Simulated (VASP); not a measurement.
# InP (Fm-3m) in VASP: notebook

Runs on InP. Level: PBEsol. Tasks: single point.

Program: VASP 6.6.1. These are calculated values, not measurements. Logs are shortened: lines on timing, memory, paths and dates and some standing lists are left out, and cuts for length are marked.

## (1) The cell of the first run

It takes space group Fm-3m (No. 225, cubic). The conventional cell has a = 5.710 Å, b = 5.710 Å, c = 5.710 Å, α = 90.00°, β = 90.00°, γ = 90.00°. Within 3.8 Å of In (site symmetry m-3m) lie 6 P at 2.85 Å. Within 3.8 Å of P (site symmetry m-3m) lie 6 In at 2.85 Å.

## (2) Single point, PBEsol

INCAR reads:

```
  PREC = Accurate
  ENCUT = 520
  EDIFF = 1E-6
  ISMEAR = 0
  SIGMA = 0.15
  LREAL = F
  LASPH = T
  NELM = 80
  ALGO = Normal
  ISIF = 2
  LWAVE = F
  LCHARG = F
  GGA = PS
  NBANDS = 16
```

KPOINTS reads:

```
regular mesh
0
Gamma
  14 14 14
```

POSCAR reads:

```
InP
1.0
    0.0000000000      2.8550000000      2.8550000000
    2.8550000000      0.0000000000      2.8550000000
    2.8550000000      2.8550000000      0.0000000000
In P
1 1
Direct
    0.0000000000      0.0000000000      0.0000000000
    0.5000000000      0.5000000000      0.5000000000
```

Potentials or basis: VASP PAW PBE potentials, release 64 (In_d, P).

Launch:

```console
$ cat potpaw_PBE.64/In_d/POTCAR potpaw_PBE.64/P/POTCAR > POTCAR
$ mpirun -np 1 vasp_std > vasp.out
```

OUTCAR:

```text
PREC = Accurate
   ENCUT = 520
   EDIFF = 1E-6
   ISMEAR = 0
   LREAL = F
   LASPH = T
   NELM = 80
   ISIF = 2
   GGA = PS

 ion  position               nearest neighbor table
   1  0.000  0.000  0.000-   2 2.85   2 2.85   2 2.85   2 2.85   2 2.85   2 2.85
   2  0.500  0.500  0.500-   1 2.85   1 2.85   1 2.85   1 2.85   1 2.85   1 2.85

  LATTYP: Found a face centered cubic cell.
 ALAT       =     5.7100000000

  Lattice vectors:

 A1 = (   0.0000000000,   2.8550000000,   2.8550000000)
 A2 = (   2.8550000000,   0.0000000000,   2.8550000000)
 A3 = (   2.8550000000,   2.8550000000,   0.0000000000)

Analysis of symmetry for initial positions (statically):
=====================================================================
 Subroutine PRICEL returns:
 Original cell was already a primitive cell.

 Routine SETGRP: Setting up the symmetry group for a
 face centered cubic supercell.

 Subroutine GETGRP returns: Found 48 space group operations
 (whereof 48 operations were pure point group operations)
 out of a pool of 48 trial point group operations.

The static configuration has the point symmetry O_h .

Analysis of symmetry for dynamics (positions and initial velocities):
=====================================================================
 Subroutine PRICEL returns:
 Original cell was already a primitive cell.

 Routine SETGRP: Setting up the symmetry group for a
 face centered cubic supercell.

 Subroutine GETGRP returns: Found 48 space group operations
 (whereof 48 operations were pure point group operations)
 out of a pool of 48 trial point group operations.

The dynamic configuration has the point symmetry O_h .

 Subroutine INISYM returns: Found 48 space group operations
 (whereof 48 operations are pure point group operations),
 and found     1 'primitive' translations

----------------------------------------------------------------------------------------

                                     Primitive cell

  volume of cell :      46.5424

  direct lattice vectors                    reciprocal lattice vectors
     0.000000000  2.855000000  2.855000000    -0.175131349  0.175131349  0.175131349
     2.855000000  0.000000000  2.855000000     0.175131349 -0.175131349  0.175131349
     2.855000000  2.855000000  0.000000000     0.175131349  0.175131349 -0.175131349

  length of vectors
     4.037579721  4.037579721  4.037579721     0.303336394  0.303336394  0.303336394

  position of ions in fractional coordinates (direct lattice)
     0.000000000  0.000000000  0.000000000
     0.500000000  0.500000000  0.500000000

  ion indices of the primitive-cell ions
   primitive index   ion index
                 1           1
                 2           2

----------------------------------------------------------------------------------------

 KPOINTS: regular mesh

Automatic generation of k-mesh.
 Grid dimensions read from file:
 generate k-points for:   14   14   14

 Generating k-lattice:

  Cartesian coordinates                     Fractional coordinates (reciprocal lattice)
    -0.012509382  0.012509382  0.012509382     0.071428571  0.000000000  0.000000000
     0.012509382 -0.012509382  0.012509382     0.000000000  0.071428571  0.000000000
     0.012509382  0.012509382 -0.012509382     0.000000000  0.000000000  0.071428571

  Length of vectors
     0.021666885  0.021666885  0.021666885

  Shift w.r.t. Gamma in fractional coordinates (k-lattice)
     0.000000000  0.000000000  0.000000000

 Subroutine IBZKPT returns following result:
 ===========================================

 Found    104 irreducible k-points:

 Following reciprocal coordinates:
            Coordinates               Weight
  0.000000  0.000000  0.000000      1.000000
  0.071429  0.000000  0.000000      8.000000
  0.142857  0.000000  0.000000      8.000000
  0.214286  0.000000  0.000000      8.000000
  0.285714  0.000000  0.000000      8.000000
  0.357143  0.000000  0.000000      8.000000
[... 16 lines left out ...]
  0.214286  0.142857  0.000000     24.000000
  0.285714  0.142857  0.000000     24.000000
 [... further k-points ...]
   k-points           NKPTS =    104   k-points in BZ     NKDIM =    104   number of bands    NBANDS=     16
   number of dos      NEDOS =    301   number of ions     NIONS =      2
   total plane-waves  NPLWV =  27000
   dimension x,y,z NGX =    30 NGY =   30 NGZ =   30
   dimension x,y,z NGXF=    60 NGYF=   60 NGZF=   60
   ions per type =               1   1
   NGX,Y,Z   is equivalent  to a cutoff of  12.35, 12.35, 12.35 a.u.
   NGXF,Y,Z  is equivalent  to a cutoff of  24.70, 24.70, 24.70 a.u.
 SYSTEM =  unknown system
   PREC   = accura    normal or accurate (medium, high low for compatibility)
   ISTART =      0    job   : 0-new  1-cont  2-samecut
   ICHARG =      2    charge: 1-file 2-atom 10-const
   ISPIN  =      1    spin polarized calculation?
   LNONCOLLINEAR =      F non collinear calculations
   LSORBIT =      F    spin-orbit coupling
   LASPH  =      T    aspherical Exc in radial PAW
   ENCUT  =  520.0 eV  38.22 Ry    6.18 a.u.   7.51  7.51  7.51*2*pi/ulx,y,z
   NELM   =     80;   NELMIN=  2; NELMDL= -5     # of ELM steps
   EDIFF  = 0.1E-05   stopping-criterion for ELM
   LREAL  =      F    real-space projection
   EDIFFG = 0.1E-04   stopping-criterion for IOM
   NSW    =      0    number of steps for IOM
   IBRION =     -1    ionic relax: 0-MD 1-quasi-New 2-CG
   NFREE  =      0    steps in history (QN), initial steepest desc. (CG)
   ISIF   =      2    stress and relaxation
   ISYM   =      2    0-nonsym 1-usesym 2-fastsym
   POTIM  = 0.5000    time-step for ionic-motion
   TEBEG  =    0.0;   TEEND  =   0.0 temperature during run
   PSTRESS=    0.0 pullay stress
   NELECT =      18.0000    total number of electrons
   NUPDOWN=      -1.0000    fix difference up-down
   EMIN   =  10.00;   EMAX   =-10.00  energy-range for DOS
   EFERMI =   0.00;   METHOD = LEGACY
   ISMEAR =     0;   SIGMA  =   0.15  broadening in eV -4-tet -1-fermi 0-gaus
   EFERMI_NEDOS =   21; number of points for ismear=-14 and -15
   IALGO  =     38    algorithm
   IMIX   =      4    mixing-type and parameters
     AMIX     =   0.40;   BMIX     =  1.00
     AMIX_MAG =   1.60;   BMIX_MAG =  1.00
  volume/ion in A,a.u.               =      23.27       157.04
  Fermi-wavevector in a.u.,A,eV,Ry     =   1.192750  2.253971 19.356375  1.422653
  Thomas-Fermi vector in A             =   2.328781
   LORBIT       =      0    0 simple, 1 ext, 2 COOP (PROOUT), +10 PAW based schemes
   GGA     = PS    functional components
   LHFCALC =     F    Hartree Fock is set to
   AEXX    =    0.0000 exact exchange contribution
   IVDW    =     0    specifies the selected vdW correction
   LEPSILON=     F    determine dielectric tensor
   LRPA    =     F    only Hartree local field effects (RPA)
 non-spin polarized calculation
 Gauss-broadening in eV      SIGMA  =   0.15
  energy-cutoff  :      520.00
  volume of cell :       46.54
 maximum number of plane-waves:      1275
   NGX = 15   NGY = 15   NGZ = 15

 number of electron      17.9999993 magnetization

 Free energy of the ion-electron system (eV)
  ---------------------------------------------------
  ext. energy  EPLUGINS =         0.00000000
  ---------------------------------------------------
  free energy    TOTEN  =        -8.63205507 eV

  energy without entropy =       -8.61768588  energy(sigma->0) =       -8.62487047

 E-fermi :   5.8368     XC(G=0): -10.1371

 val. band max:        5.8203878064   @ k =   0.3571   0.1429   0.0714
 cond. band min:       5.8497577285   @ k =  -0.3571   0.1429   0.0000
 fundamental gap:      0.0293699221
 Fermi energy:         5.8367746102

 k-point     1 :       0.0000    0.0000    0.0000
  band No.  band energies     occupation
      1      -8.1843      2.00000
      2      -8.1843      2.00000
      3      -8.1682      2.00000
      4      -8.1682      2.00000
      5      -8.1682      2.00000
      6      -5.5304      2.00000
[... 8 lines left out ...]
     15      13.7046      0.00000
     16      13.7046      0.00000

 k-point     2 :       0.0714    0.0000    0.0000
  band No.  band energies     occupation
      1      -8.1858      2.00000
      2      -8.1858      2.00000
      3      -8.1682      2.00000
      4      -8.1659      2.00000
      5      -8.1659      2.00000
      6      -5.4730      2.00000
[... 8 lines left out ...]
     15      13.3876      0.00000
     16      13.7923      0.00000

 k-point     3 :       0.1429    0.0000    0.0000
  band No.  band energies     occupation
      1      -8.1914      2.00000
      2      -8.1914      2.00000
      3      -8.1683      2.00000
      4      -8.1580      2.00000
      5      -8.1580      2.00000
      6      -5.3031      2.00000
[... 8 lines left out ...]
     15      13.5532      0.00000
     16      13.7244      0.00000

 k-point     4 :       0.2143    0.0000    0.0000
  band No.  band energies     occupation
      1      -8.2004      2.00000
      2      -8.2004      2.00000
      3      -8.1688      2.00000
      4      -8.1458      2.00000
      5      -8.1458      2.00000
      6      -5.0279      2.00000
[... 8 lines left out ...]
     15      14.0636      0.00000
     16      14.0636      0.00000
[... 324 lines left out ...]
 k-point    22 :       0.1429    0.1429    0.0000
  band No.  band energies     occupation
      1      -8.2101      2.00000
      2      -8.1776      2.00000
      3      -8.1757      2.00000
      4      -8.1533      2.00000
      5      -8.1533      2.00000
      6      -5.2196      2.00000
[... 8 lines left out ...]
     15      15.2362      0.00000
     16      15.2362      0.00000

 k-point    23 :       0.2143    0.1429    0.0000
  band No.  band energies     occupation
      1      -8.2253      2.00000
      2      -8.1785      2.00000
      3      -8.1778      2.00000
      4      -8.1458      2.00000
      5      -8.1428      2.00000
      6      -5.0087      2.00000
[... 8 lines left out ...]
     15      15.3129      0.00000
     16      15.5197      0.00000

 k-point    24 :       0.2857    0.1429    0.0000
  band No.  band energies     occupation
      1      -8.2401      2.00000
      2      -8.1852      2.00000
      3      -8.1769      2.00000
      4      -8.1383      2.00000
      5      -8.1288      2.00000
      6      -4.6988      2.00000
[... 8 lines left out ...]
     15      15.7037      0.00000
     16      15.7074      0.00000

 [... further k-points ...]
[... 5 lines left out ...]
  --------------------------------------------------------------------------------------
  -------------------------------------------------------------------------------------
  Total       -2.3745270     -2.3745270     -2.3745270     -0.0000000     -0.0000000      0.0000000
  in kB      -81.7408914    -81.7408914    -81.7408914     -0.0000000     -0.0000000      0.0000000
  external PRESSURE =     -81.7408914 kB  Pullay stress =       0.0000000 kB

 VOLUME and BASIS-vectors are now :
 -----------------------------------------------------------------------------
  energy-cutoff  :      520.00
  volume of cell :       46.54
      direct lattice vectors                 reciprocal lattice vectors
     0.000000000  2.855000000  2.855000000    -0.175131349  0.175131349  0.175131349
     2.855000000  0.000000000  2.855000000     0.175131349 -0.175131349  0.175131349
     2.855000000  2.855000000  0.000000000     0.175131349  0.175131349 -0.175131349

 POSITION                                       TOTAL-FORCE (eV/Angst)
 -----------------------------------------------------------------------------------
      0.00000      0.00000      0.00000         0.000000     -0.000000     -0.000000
      2.85500      2.85500      2.85500        -0.000000      0.000000      0.000000
 -----------------------------------------------------------------------------------
    total drift:                               -0.000000      0.000000      0.000000

  FREE ENERGIE OF THE ION-ELECTRON SYSTEM (eV)
  ---------------------------------------------------
  free  energy   TOTEN  =        -8.6320550653 eV

  energy  without entropy=       -8.6176858758  energy(sigma->0) =       -8.62487047
```

Run time: 28 s. Hardware: 1 thread of Intel Xeon 6975P-C (Granite Rapids), shared host; peak memory 0.22 GiB.

Results:

- Free energy: -8.6321 eV
- Pressure: -8.2 GPa
- Band gap on the k mesh: zero (bands 9 and 10 overlap by 2.35 eV)

Caveat: the cell stands under tension; the PAW data sets were made with another functional, which shifts forces and pressure a little; spin-orbit coupling is left out, which moves the levels of the heavy elements.

## (3) Single point, PBEsol

INCAR, as its differences from that of step 2:

```diff
@@ -2,3 +2,3 @@
   ENCUT = 520
-  EDIFF = 1E-6
+  EDIFF = 1E-7
   ISMEAR = 0
```

KPOINTS reads:

```
Automatic mesh
0
Gamma
  16 16 16
```

POSCAR is that of step 2.

Potentials or basis: VASP PAW PBE potentials, release 64 (In_d, P).

Launch:

```console
$ cat potpaw_PBE.64/In_d/POTCAR potpaw_PBE.64/P/POTCAR > POTCAR
$ mpirun -np 1 vasp_std > vasp.out
```

It took 39 s on 1 thread of Intel Xeon 6975P-C (Granite Rapids), shared host; peak memory 0.24 GiB.

It converged, with:

* Free energy: -8.6283 eV
* Pressure: -8.2 GPa
* Band gap on the k mesh: zero (bands 9 and 10 overlap by 2.36 eV)

Levels at points of the mesh, in eV from the Fermi level:
| k point | band 7 | band 8 | band 9 | band 10 | band 11 | band 12 |
| --- | --- | --- | --- | --- | --- | --- |
| (0.00, 0.00, 0.00) | -0.22 | -0.21 | -0.21 | -0.21 | 7.03 | 7.03 |
| (0.50, 0.00, 0.00) | -6.22 | 0.14 | 0.14 | 2.33 | 3.36 | 3.36 |
| (0.50, 0.50, 0.00) | -4.45 | -2.66 | -2.06 | -2.06 | 3.92 | 9.05 |

Caveat: the cell stands under tension; the PAW data sets were made with another functional, which shifts forces and pressure a little; spin-orbit coupling is left out, which moves the levels of the heavy elements.

The gap in the log of VASP goes by the Fermi energy; the results here count the filled bands.